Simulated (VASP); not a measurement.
# Rb (I4/mmm) in VASP: notebook

Runs on Rb. Level: PBE. Tasks: single point.

Program: VASP 6.6.1. These are calculated values, not measurements. Logs are shortened: lines on timing, memory, paths and dates and some standing lists are left out, and cuts for length are marked.

**1. The cell of the first run**

The structure is tetragonal, space group I4/mmm (No. 139). The conventional cell has a = 5.893 Å, b = 5.893 Å, c = 5.612 Å, α = 90.00°, β = 90.00°, γ = 90.00°.

**2. Single point, PBE (strain +0.050 along x and y, +0.000 along z)**

File INCAR:

```
PREC     = Accurate       # precision mode
ENCUT    = 520            # plane-wave cutoff, eV
EDIFF    = 1E-6           # SCF threshold, eV
ISMEAR   = 0              # smearing method
SIGMA    = 0.15           # smearing width, eV
LREAL    = F              # projectors in reciprocal space
LASPH    = T              # aspherical terms in the spheres
NELM     = 60             # most SCF steps
ALGO     = Fast           # electronic algorithm
ISIF     = 2              # what is computed and relaxed
LWAVE    = F              # write WAVECAR
LCHARG   = F              # write CHGCAR
GGA      = PE             # functional
NBANDS   = 10             # bands
```

File KPOINTS:

```
regular mesh
0
Gamma
  12 12 12
```

File POSCAR:

```
Rb
1.0
   -2.9463000000      2.9463000000      2.8060000000
    2.9463000000     -2.9463000000      2.8060000000
    2.9463000000      2.9463000000     -2.8060000000
Rb
1
Direct
    0.0000000000      0.0000000000      0.0000000000
```

Potentials or basis: VASP PAW PBE potentials, release 64 (Rb_sv).

Run with:

```bash
> cat potpaw_PBE.64/Rb_sv/POTCAR > POTCAR
> mpirun -np 1 vasp_std > vasp.out
```

OUTCAR:

```text
PREC = Accurate
   ENCUT = 520
   EDIFF = 1E-6
   ISMEAR = 0
   LREAL = F
   LASPH = T
   NELM = 60
   ISIF = 2
   GGA = PE

 ion  position               nearest neighbor table
   1  0.000  0.000  0.000-

  LATTYP: Found a body centered tetragonal cell.
 ALAT       =     5.8926000000
 C/A-ratio  =     0.9523809524

  Lattice vectors:

 A1 = (  -2.9463000000,   2.9463000000,   2.8060000000)
 A2 = (   2.9463000000,  -2.9463000000,   2.8060000000)
 A3 = (   2.9463000000,   2.9463000000,  -2.8060000000)

Analysis of symmetry for initial positions (statically):
=====================================================================
 Subroutine PRICEL returns:
 Original cell was already a primitive cell.

 Routine SETGRP: Setting up the symmetry group for a
 body centered tetragonal supercell.

 Subroutine GETGRP returns: Found 16 space group operations
 (whereof 16 operations were pure point group operations)
 out of a pool of 16 trial point group operations.

The static configuration has the point symmetry D_4h.

Analysis of symmetry for dynamics (positions and initial velocities):
=====================================================================
 Subroutine PRICEL returns:
 Original cell was already a primitive cell.

 Routine SETGRP: Setting up the symmetry group for a
 body centered tetragonal supercell.

 Subroutine GETGRP returns: Found 16 space group operations
 (whereof 16 operations were pure point group operations)
 out of a pool of 16 trial point group operations.

The dynamic configuration has the point symmetry D_4h.

 Subroutine INISYM returns: Found 16 space group operations
 (whereof 16 operations are pure point group operations),
 and found     1 'primitive' translations

----------------------------------------------------------------------------------------

                                     Primitive cell

  volume of cell :      97.4320

  direct lattice vectors                    reciprocal lattice vectors
    -2.946300000  2.946300000  2.806000000     0.000000000  0.169704375  0.178189594
     2.946300000 -2.946300000  2.806000000     0.169704375  0.000000000  0.178189594
     2.946300000  2.946300000 -2.806000000     0.169704375  0.169704375  0.000000000

  length of vectors
     5.023445369  5.023445369  5.023445369     0.246071344  0.246071344  0.239998229

  position of ions in fractional coordinates (direct lattice)
     0.000000000  0.000000000  0.000000000
[... 81 lines left out ...]
   NFREE  =      0    steps in history (QN), initial steepest desc. (CG)
   ISIF   =      2    stress and relaxation
   ISYM   =      2    0-nonsym 1-usesym 2-fastsym
   POTIM  = 0.5000    time-step for ionic-motion
   TEBEG  =    0.0;   TEEND  =   0.0 temperature during run
   PSTRESS=    0.0 pullay stress
   NELECT =       9.0000    total number of electrons
   NUPDOWN=      -1.0000    fix difference up-down
   EMIN   =  10.00;   EMAX   =-10.00  energy-range for DOS
   EFERMI =   0.00;   METHOD = LEGACY
   ISMEAR =     0;   SIGMA  =   0.15  broadening in eV -4-tet -1-fermi 0-gaus
   EFERMI_NEDOS =   21; number of points for ismear=-14 and -15
   IALGO  =     68    algorithm
   IMIX   =      4    mixing-type and parameters
     AMIX     =   0.40;   BMIX     =  1.00
     AMIX_MAG =   1.60;   BMIX_MAG =  1.00
  volume/ion in A,a.u.               =      97.43       657.50
  Fermi-wavevector in a.u.,A,eV,Ry     =   0.740040  1.398473  7.451354  0.547659
  Thomas-Fermi vector in A             =   1.834347
   LORBIT       =      0    0 simple, 1 ext, 2 COOP (PROOUT), +10 PAW based schemes
   GGA     = PE    functional components
   LHFCALC =     F    Hartree Fock is set to
   AEXX    =    0.0000 exact exchange contribution
   IVDW    =     0    specifies the selected vdW correction
   LEPSILON=     F    determine dielectric tensor
   LRPA    =     F    only Hartree local field effects (RPA)
 non-spin polarized calculation
 RMM-DIIS sequential band-by-band and
 Gauss-broadening in eV      SIGMA  =   0.15
  energy-cutoff  :      520.00
  volume of cell :       97.43
 maximum number of plane-waves:      2652
 NGX is ok and might be reduce to    40
   NGX = 19   NGY = 19   NGZ = 19

 number of electron       9.0000000 magnetization

 Free energy of the ion-electron system (eV)
  ---------------------------------------------------
  ext. energy  EPLUGINS =         0.00000000
  ---------------------------------------------------
  free energy    TOTEN  =        -0.93730859 eV

  energy without entropy =       -0.92613969  energy(sigma->0) =       -0.93172414

 E-fermi :  -0.1393     XC(G=0):  -5.3049

 val. band max:       -0.1536647458   @ k =   0.3333   0.0833   0.0833
 cond. band min:      -0.1162315342   @ k =   0.5000   0.1667   0.0000
 fundamental gap:      0.0374332116
 Fermi energy:        -0.1393471234

 k-point     1 :       0.0000    0.0000    0.0000
  band No.  band energies     occupation
      1     -29.0764      2.00000
      2     -13.1244      2.00000
      3     -13.1244      2.00000
      4     -13.1242      2.00000
      5      -2.0180      2.00000
      6       3.3244      0.00000
      7       3.5660      0.00000
      8       3.5660      0.00000
      9       4.1991      0.00000
     10       4.5311      0.00000
[... 287 lines left out ...]
 k-point    24 :      -0.4167    0.1667    0.0000
  band No.  band energies     occupation
      1     -29.0739      2.00000
      2     -13.1808      2.00000
      3     -13.1470      2.00000
      4     -13.1297      2.00000
      5      -0.6745      2.00000
      6       1.7493      0.00000
      7       2.2169      0.00000
      8       4.0134      0.00000
      9       4.1866      0.00000
     10       4.8299      0.00000

 [... further k-points ...]

------------------------ aborting loop because EDIFF is reached ----------------------------------------

  FORCE on cell =-STRESS in cart. coord.  units (eV):
  Direction    XX          YY          ZZ          XY          YZ          ZX
  --------------------------------------------------------------------------------------
  -------------------------------------------------------------------------------------
  Total       -0.1027031     -0.1027031     -0.0936073      0.0000000     -0.0000000      0.0000000
  in kB       -1.6888565     -1.6888565     -1.5392841      0.0000000     -0.0000000      0.0000000
  external PRESSURE =      -1.6389990 kB  Pullay stress =       0.0000000 kB

 VOLUME and BASIS-vectors are now :
 -----------------------------------------------------------------------------
  energy-cutoff  :      520.00
  volume of cell :       97.43
      direct lattice vectors                 reciprocal lattice vectors
    -2.946300000  2.946300000  2.806000000     0.000000000  0.169704375  0.178189594
     2.946300000 -2.946300000  2.806000000     0.169704375  0.000000000  0.178189594
     2.946300000  2.946300000 -2.806000000     0.169704375  0.169704375  0.000000000

 POSITION                                       TOTAL-FORCE (eV/Angst)
 -----------------------------------------------------------------------------------
      0.00000      0.00000      0.00000        -0.000000     -0.000000      0.000000
 -----------------------------------------------------------------------------------
    total drift:                               -0.000000      0.000000     -0.000000

  FREE ENERGIE OF THE ION-ELECTRON SYSTEM (eV)
  ---------------------------------------------------
  free  energy   TOTEN  =        -0.9373085877 eV

  energy  without entropy=       -0.9261396891  energy(sigma->0) =       -0.93172414
```

Wall time 2.5 min (1 thread of Intel Xeon 6975P-C (Granite Rapids), shared host); peak memory 0.33 GiB.

Results:

```yaml
Free_energy: -0.9373 eV
Pressure: -0.2 GPa
Band_gap_on_the_k_mesh: zero (an odd number of electrons rules out a gap without spin polarisation)
```

Caveat: the cell differs from its parent crystal (strain +0.050 along x and y, +0.000 along z).

**3. Single point, PBE (strain -0.050 along x and y, +0.000 along z)**

File INCAR:

```
SYSTEM = Rb
  PREC = Accurate
  ENCUT = 520
  EDIFF = 1E-7
  ISMEAR = 0
  SIGMA = 0.15
  LREAL = .False.
  LASPH = .True.
  NELM = 100
  ALGO = Normal
  ISIF = 2
  LWAVE = .False.
  LCHARG = .False.
  GGA = PE
  NBANDS = 10
```

File KPOINTS:

```
regular mesh
0
Gamma
  12 12 12
  0 0 0
```

File POSCAR:

```
Rb
1.0
   -2.6657000000      2.6657000000      2.8060000000
    2.6657000000     -2.6657000000      2.8060000000
    2.6657000000      2.6657000000     -2.8060000000
Rb
1
Direct
    0.0000000000      0.0000000000      0.0000000000
```

Potentials or basis: VASP PAW PBE potentials, release 64 (Rb_sv).

Run with:

```bash
> cat potpaw_PBE.64/Rb_sv/POTCAR > POTCAR
> mpirun -np 1 vasp_std > vasp.out
```

Run time: 83 s. Hardware: 1 thread of Intel Xeon 6975P-C (Granite Rapids), shared host; peak memory 0.27 GiB.

The run converged. Its results:

```
Free energy            : -0.9252 eV
Pressure               : 0.5 GPa
Band gap on the k mesh : zero (an odd number of electrons rules out a gap without spin polarisation)
```

Levels at points of the mesh, in eV from the Fermi level:
| k point | band 1 | band 2 | band 3 | band 4 | band 5 | band 6 | band 7 | band 8 |
| --- | --- | --- | --- | --- | --- | --- | --- | --- |
| (0.00, 0.00, 0.00) | -28.84 | -12.87 | -12.87 | -12.87 | -2.15 | 3.71 | 3.71 | 3.99 |
| (0.50, 0.00, 0.00) | -28.84 | -13.02 | -12.92 | -12.87 | 0.18 | 0.85 | 2.70 | 4.43 |
| (0.50, 0.50, 0.00) | -28.84 | -13.02 | -12.92 | -12.87 | 0.26 | 0.98 | 2.41 | 4.70 |
| (0.50, 0.50, 0.50) | -28.83 | -12.98 | -12.97 | -12.97 | 1.08 | 1.23 | 3.26 | 3.80 |

Caveat: the cell differs from its parent crystal (strain -0.050 along x and y, +0.000 along z).

**4. Single point, PBE (strain -0.050 along x and y, +0.025 along z)**

File INCAR:

```
ALGO = Normal
EDIFF = 1E-6
ENCUT = 520
GGA = PE
ISIF = 2
ISMEAR = 0
LASPH = True
LCHARG = False
LREAL = False
LWAVE = False
NBANDS = 10
NELM = 100
PREC = Accurate
SIGMA = 0.15
```

File KPOINTS:

```
k-points
0
Gamma
  12 12 12
```

File POSCAR:

```
Rb
1.0
   -2.6657000000      2.6657000000      2.8761500000
    2.6657000000     -2.6657000000      2.8761500000
    2.6657000000      2.6657000000     -2.8761500000
Rb
1
Direct
    0.0000000000      0.0000000000      0.0000000000
```

Run with:

```bash
> cat potpaw_PBE.64/Rb_sv/POTCAR > POTCAR
> mpirun -np 1 vasp_std > vasp.out
```

Wall time 66 s (1 thread of Intel Xeon 6975P-C (Granite Rapids), shared host); peak memory 0.28 GiB.

The run converged. Its results:

```yaml
Free_energy: -0.9303 eV
Pressure: 0.4 GPa
Band_gap_on_the_k_mesh: zero (an odd number of electrons rules out a gap without spin polarisation)
```

Levels at points of the mesh, in eV from the Fermi level:
| k point | band 3 | band 4 | band 5 | band 6 | band 7 | band 8 |
| --- | --- | --- | --- | --- | --- | --- |
| (0.00, 0.00, 0.00) | -12.88 | -12.88 | -2.12 | 3.66 | 3.66 | 4.06 |
| (0.50, 0.00, 0.00) | -12.93 | -12.88 | 0.17 | 0.81 | 2.75 | 4.31 |
| (0.50, 0.50, 0.00) | -12.93 | -12.89 | 0.29 | 1.00 | 2.33 | 4.71 |
| (0.50, 0.50, 0.50) | -12.97 | -12.97 | 1.06 | 1.29 | 3.04 | 3.81 |

Caveat: the cell differs from its parent crystal (strain -0.050 along x and y, +0.025 along z).

**5. Overview**

| cell | gap on the mesh (eV) | pressure (GPa) |
| --- | --- | --- |
| a = 5.023 Å, angles 108.2, 108.2, 112.1°, 1 atom | none | -0.2 |
| a = 4.700 Å, angles 110.9, 110.9, 106.7°, 1 atom | none | 0.5 |
| a = 4.742 Å, angles 111.6, 111.6, 105.3°, 1 atom | none | 0.4 |

Alike in all rows: task single point; level PBE; potentials or basis VASP PAW PBE potentials, release 64 (Rb_sv); no spin polarisation; k mesh 12 × 12 × 12; cutoff (eV) 520; smearing gaussian 0.15 eV.

Total energies depend on the potentials used, so only differences within one code and one set of settings carry meaning.
